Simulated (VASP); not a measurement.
Crystal: Sb.

```
Sb
1.0
    -1.83314    1.83314    1.83314
     1.83314   -1.83314    1.83314
     1.83314    1.83314   -1.83314
Sb
1
Direct
  0.00000 0.00000 0.00000
```

This cell differs from its parent crystal: volume scaled by 0.94.

Base run:

* Program: VASP 6.6.1
* Functional: PBEsol
* Potentials or basis: VASP PAW PBE potentials, release 64 (Sb)
* Cutoff: 520 eV
* k mesh: 10 × 10 × 10
* Occupations: fermi-dirac, width 0.05 eV
* Spin: no spin polarisation

Its results: pressure 4.8 GPa.

The run is repeated on the same cell with these changes: functional from PBEsol to r2SCAN. What comes out?

Pressure 7.5 GPa.

Caveats: the PAW data sets were made with another functional, which shifts forces and pressure a little.
